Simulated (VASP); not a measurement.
# Co (P6_3/mmc) in VASP: settings compared

Aim: see how the results for Co move with the level of theory and the settings. Levels: PBEsol, PBE, LDA. Tasks: single point.

Program: VASP 6.6.1. These are calculated values, not measurements. Logs are shortened: lines on timing, memory, paths and dates and some standing lists are left out, and cuts for length are marked.

### 1 The cell of the first run

The structure is hexagonal, space group P6_3/mmc (No. 194). The conventional cell has a = 2.471 Å, b = 2.471 Å, c = 8.088 Å, α = 90.00°, β = 90.00°, γ = 120.00°. Within 3.3 Å of Co (site symmetry -6m2) lie 12 Co at 2.47 Å. Co (site symmetry -3m) has 12 Co at 2.47 Å within 3.3 Å.

### 2 Single point, PBEsol, collinear spin, ferromagnetic start

Input file INCAR:

```
SYSTEM = Co
ALGO     = Normal         ! electronic algorithm
EDIFF    = 1E-7           ! SCF threshold, eV
ENCUT    = 520            ! plane-wave cutoff, eV
GGA      = PS             ! functional
ISIF     = 2              ! what is computed and relaxed
ISMEAR   = -1             ! smearing method
ISPIN    = 2              ! spin polarisation
LASPH    = .TRUE.         ! aspherical terms in the spheres
LCHARG   = .FALSE.        ! write CHGCAR
LMAXMIX  = 4              ! l up to which the mixer works
LORBIT   = 11             ! projections on sites
LREAL    = .FALSE.        ! projectors in reciprocal space
LWAVE    = .FALSE.        ! write WAVECAR
MAGMOM   = 3.5 3.5 3.5 3.5 ! initial moments
NBANDS   = 30             ! bands
NELM     = 150            ! most SCF steps
PREC     = Accurate       ! precision mode
SIGMA    = 0.05           ! smearing width, eV
```

Input file KPOINTS:

```
k-points
0
G
  12 12 4
  0 0 0
```

Input file POSCAR:

```
Co
1.0
    2.4705617809      0.0000000000      0.0000000000
   -1.2352808905      2.1395692639      0.0000000000
    0.0000000000      0.0000000000      8.0882338000
Co
4
Direct
    0.6666666667      0.3333333333      0.7500000000
    0.0000000000      0.0000000000      0.5000000000
    0.3333333333      0.6666666667      0.2500000000
    0.0000000000      0.0000000000      0.0000000000
```

Potentials or basis: VASP PAW PBE potentials, release 64 (Co).

On the command line:

```sh
> cat potpaw_PBE.64/Co/POTCAR > POTCAR
> mpirun -np 1 vasp_std > vasp.out
```

OUTCAR:

```text
SYSTEM = Co
   EDIFF = 1E-7
   ENCUT = 520
   GGA = PS
   ISIF = 2
   ISMEAR = -1
   ISPIN = 2
   LASPH = .TRUE.
   LORBIT = 11
   LREAL = .FALSE.
   NELM = 150
   PREC = Accurate

 ion  position               nearest neighbor table
   1  0.667  0.333  0.750-   2 2.47   4 2.47   2 2.47   4 2.47   2 2.47   4 2.47
   2  0.000  0.000  0.500-   1 2.47   3 2.47   1 2.47   3 2.47   1 2.47   3 2.47
   3  0.333  0.667  0.250-   2 2.47   4 2.47   2 2.47   4 2.47   2 2.47   4 2.47
   4  0.000  0.000  0.000-   1 2.47   3 2.47   1 2.47   3 2.47   1 2.47   3 2.47

  LATTYP: Found a hexagonal cell.
 ALAT       =     2.4705617809
 C/A-ratio  =     3.2738439745

  Lattice vectors:

 A1 = (   2.4705617809,   0.0000000000,   0.0000000000)
 A2 = (  -1.2352808905,   2.1395692639,   0.0000000000)
 A3 = (   0.0000000000,   0.0000000000,   8.0882338000)

Analysis of symmetry for initial positions (statically):
=====================================================================
 Subroutine PRICEL returns:
 Original cell was already a primitive cell.

 Routine SETGRP: Setting up the symmetry group for a
 hexagonal supercell.

 Subroutine GETGRP returns: Found 24 space group operations
 (whereof 12 operations were pure point group operations)
 out of a pool of 24 trial point group operations.

The static configuration has the point symmetry D_3d.
 The point group associated with its full space group is D_6h.

Analysis of symmetry for dynamics (positions and initial velocities):
=====================================================================
 Subroutine PRICEL returns:
 Original cell was already a primitive cell.

 Routine SETGRP: Setting up the symmetry group for a
 hexagonal supercell.

 Subroutine GETGRP returns: Found 24 space group operations
 (whereof 12 operations were pure point group operations)
 out of a pool of 24 trial point group operations.

The dynamic configuration has the point symmetry D_3d.
 The point group associated with its full space group is D_6h.

Analysis of structural, dynamic, and magnetic symmetry:
=====================================================================
 Subroutine PRICEL returns:
 Original cell was already a primitive cell.

 Routine SETGRP: Setting up the symmetry group for a
 hexagonal supercell.

 Subroutine GETGRP returns: Found 24 space group operations
 (whereof 12 operations were pure point group operations)
 out of a pool of 24 trial point group operations.

The overall configuration has the point symmetry D_3d.
 The point group associated with its full space group is D_6h.

 Subroutine INISYM returns: Found 24 space group operations
 (whereof 12 operations are pure point group operations),
 and found     1 'primitive' translations

----------------------------------------------------------------------------------------

                                     Primitive cell

  volume of cell :      42.7539

  direct lattice vectors                    reciprocal lattice vectors
     2.470561781  0.000000000  0.000000000     0.404766239  0.233691897  0.000000000
    -1.235280890  2.139569264  0.000000000     0.000000000  0.467383794  0.000000000
     0.000000000  0.000000000  8.088233800     0.000000000  0.000000000  0.123636386

  length of vectors
     2.470561781  2.470561781  8.088233800     0.467383794  0.467383794  0.123636386

  position of ions in fractional coordinates (direct lattice)
     0.666666667  0.333333333  0.750000000
     0.000000000  0.000000000  0.500000000
     0.333333333  0.666666667  0.250000000
     0.000000000  0.000000000  0.000000000

  ion indices of the primitive-cell ions
   primitive index   ion index
                 1           1
                 2           2
                 3           3
                 4           4

----------------------------------------------------------------------------------------

 KPOINTS: k-points

Automatic generation of k-mesh.
 Grid dimensions read from file:
 generate k-points for:   12   12    4

 Generating k-lattice:

  Cartesian coordinates                     Fractional coordinates (reciprocal lattice)
     0.033730520  0.019474325  0.000000000     0.083333333  0.000000000  0.000000000
     0.000000000  0.038948649  0.000000000     0.000000000  0.083333333  0.000000000
     0.000000000  0.000000000  0.030909097     0.000000000  0.000000000  0.250000000

  Length of vectors
     0.038948649  0.038948649  0.030909097

  Shift w.r.t. Gamma in fractional coordinates (k-lattice)
     0.000000000  0.000000000  0.000000000

 Subroutine IBZKPT returns following result:
 ===========================================

 Found     57 irreducible k-points:

 Following reciprocal coordinates:
            Coordinates               Weight
  0.000000  0.000000  0.000000      1.000000
  0.083333  0.000000  0.000000      6.000000
  0.166667 -0.000000  0.000000      6.000000
  0.250000  0.000000  0.000000      6.000000
  0.333333  0.000000  0.000000      6.000000
  0.416667  0.000000  0.000000      6.000000
[... 16 lines left out ...]
  0.250000  0.000000  0.250000     12.000000
  0.333333  0.000000  0.250000     12.000000
 [... further k-points ...]
   k-points           NKPTS =     57   k-points in BZ     NKDIM =     57   number of bands    NBANDS=     30
   number of dos      NEDOS =    301   number of ions     NIONS =      4
   total plane-waves  NPLWV =  19440
   dimension x,y,z NGX =    18 NGY =   18 NGZ =   60
   dimension x,y,z NGXF=    36 NGYF=   36 NGZF=  120
   ions per type =               4
   NGX,Y,Z   is equivalent  to a cutoff of  12.11, 12.11, 12.33 a.u.
   NGXF,Y,Z  is equivalent  to a cutoff of  24.22, 24.22, 24.66 a.u.
 SYSTEM =  Co
   PREC   = accura    normal or accurate (medium, high low for compatibility)
   ISTART =      0    job   : 0-new  1-cont  2-samecut
   ICHARG =      2    charge: 1-file 2-atom 10-const
   ISPIN  =      2    spin polarized calculation?
   LNONCOLLINEAR =      F non collinear calculations
   LSORBIT =      F    spin-orbit coupling
   LASPH  =      T    aspherical Exc in radial PAW
   ENCUT  =  520.0 eV  38.22 Ry    6.18 a.u.   4.59  4.59 15.04*2*pi/ulx,y,z
   NELM   =    150;   NELMIN=  2; NELMDL= -5     # of ELM steps
   EDIFF  = 0.1E-06   stopping-criterion for ELM
   LREAL  =      F    real-space projection
   EDIFFG = 0.1E-05   stopping-criterion for IOM
   NSW    =      0    number of steps for IOM
   IBRION =     -1    ionic relax: 0-MD 1-quasi-New 2-CG
   NFREE  =      0    steps in history (QN), initial steepest desc. (CG)
   ISIF   =      2    stress and relaxation
   ISYM   =      2    0-nonsym 1-usesym 2-fastsym
   POTIM  = 0.5000    time-step for ionic-motion
   TEBEG  =    0.0;   TEEND  =   0.0 temperature during run
   PSTRESS=    0.0 pullay stress
   NELECT =      36.0000    total number of electrons
   NUPDOWN=      -1.0000    fix difference up-down
   EMIN   =  10.00;   EMAX   =-10.00  energy-range for DOS
   EFERMI =   0.00;   METHOD = LEGACY
   ISMEAR =    -1;   SIGMA  =   0.05  broadening in eV -4-tet -1-fermi 0-gaus
   EFERMI_NEDOS =   21; number of points for ismear=-14 and -15
   IALGO  =     38    algorithm
   IMIX   =      4    mixing-type and parameters
     AMIX     =   0.40;   BMIX     =  1.00
     AMIX_MAG =   1.60;   BMIX_MAG =  1.00
  volume/ion in A,a.u.               =      10.69        72.13
  Fermi-wavevector in a.u.,A,eV,Ry     =   1.545908  2.921343 32.515647  2.389833
  Thomas-Fermi vector in A             =   2.651220
   LORBIT       =     11    0 simple, 1 ext, 2 COOP (PROOUT), +10 PAW based schemes
   GGA     = PS    functional components
   LHFCALC =     F    Hartree Fock is set to
   AEXX    =    0.0000 exact exchange contribution
   IVDW    =     0    specifies the selected vdW correction
   LEPSILON=     F    determine dielectric tensor
   LRPA    =     F    only Hartree local field effects (RPA)
 spin polarized calculation
  energy-cutoff  :      520.00
  volume of cell :       42.75
 maximum number of plane-waves:      1170
   NGX =  9   NGY =  9   NGZ = 31

 number of electron      35.9999992 magnetization      10.3818647

 number of electron      35.9999991 magnetization       6.5502646

 Free energy of the ion-electron system (eV)
  ---------------------------------------------------
  ext. energy  EPLUGINS =         0.00000000
  ---------------------------------------------------
  free energy    TOTEN  =       -30.88818820 eV

  energy without entropy =      -30.85329376  energy(sigma->0) =      -30.87074098

 E-fermi :  10.3427     XC(G=0): -13.6680

 val. band max:       10.3410529971   @ k =   0.1667   0.0833   0.0000
 cond. band min:      10.3455547739   @ k =   0.0833   0.0833   0.2500
 fundamental gap:      0.0045017768
 Fermi energy:        10.3427150777

 spin component 1

 k-point     1 :       0.0000    0.0000    0.0000
  band No.  band energies     occupation
      1       1.2126      1.00000
      2       3.4330      1.00000
      3       3.4574      1.00000
      4       5.0533      1.00000
      5       7.2719      1.00000
      6       7.3056      1.00000
[... 781 lines left out ...]
     29      25.0648      0.00000
     30      25.9226      0.00000

 [... further k-points ...]

 spin component 2

 k-point     1 :       0.0000    0.0000    0.0000
  band No.  band energies     occupation
      1       1.2952      1.00000
      2       3.5936      1.00000
      3       3.5992      1.00000
      4       6.0023      1.00000
      5       8.6264      1.00000
      6       8.6783      1.00000
[... 781 lines left out ...]
     29      25.4947      0.00000
     30      26.3872      0.00000

 [... further k-points ...]
[... 5 lines left out ...]
  --------------------------------------------------------------------------------------
  -------------------------------------------------------------------------------------
  Total       -1.3993949     -1.3993949     -2.4371049      0.0000000     -0.0000000      0.0000000
  in kB      -52.4414988    -52.4414988    -91.3290703      0.0000000     -0.0000000      0.0000000
  external PRESSURE =     -65.4040226 kB  Pullay stress =       0.0000000 kB

 VOLUME and BASIS-vectors are now :
 -----------------------------------------------------------------------------
  energy-cutoff  :      520.00
  volume of cell :       42.75
      direct lattice vectors                 reciprocal lattice vectors
     2.470561781  0.000000000  0.000000000     0.404766239  0.233691897  0.000000000
    -1.235280890  2.139569264  0.000000000     0.000000000  0.467383794  0.000000000
     0.000000000  0.000000000  8.088233800     0.000000000  0.000000000  0.123636386

 POSITION                                       TOTAL-FORCE (eV/Angst)
 -----------------------------------------------------------------------------------
      1.23528      0.71319      6.06618        -0.000000      0.000000      0.000000
      0.00000      0.00000      4.04412         0.000000      0.000000      0.000000
     -0.00000      1.42638      2.02206         0.000000     -0.000000     -0.000000
      0.00000      0.00000      0.00000         0.000000      0.000000      0.000000
 -----------------------------------------------------------------------------------
    total drift:                                0.000000     -0.000000      0.000000

  FREE ENERGIE OF THE ION-ELECTRON SYSTEM (eV)
  ---------------------------------------------------
  free  energy   TOTEN  =       -30.8881882020 eV

  energy  without entropy=      -30.8532937620  energy(sigma->0) =      -30.87074098

 total charge

# of ion       s       p       d       tot
------------------------------------------
    1        0.497   0.542   7.258   8.297
    2        0.498   0.538   7.267   8.302
    3        0.497   0.542   7.258   8.297
    4        0.498   0.538   7.267   8.302
--------------------------------------------------
tot          1.989   2.159  29.050  33.198

 magnetization (x)

# of ion       s       p       d       tot
------------------------------------------
    1       -0.013  -0.048   1.718   1.657
    2       -0.013  -0.045   1.696   1.638
    3       -0.013  -0.048   1.718   1.657
    4       -0.013  -0.045   1.696   1.638
--------------------------------------------------
tot         -0.052  -0.186   6.828   6.590
```

Wall time 2.9 min (1 thread of AMD EPYC 7R13 (Zen 3), shared host); peak memory 0.2 GiB.

What came out:

```
Free energy                                           : -30.8882 eV
Pressure                                              : -6.5 GPa
Net moment                                            : 6.55 μB per cell
Site moments                                          : Co +1.66, +1.64 μB
Valence electrons inside the program's atomic spheres : Co 8.30
```

Caveat: the PAW data sets were made with another functional, which shifts forces and pressure a little.

[end of part 1 of 3]
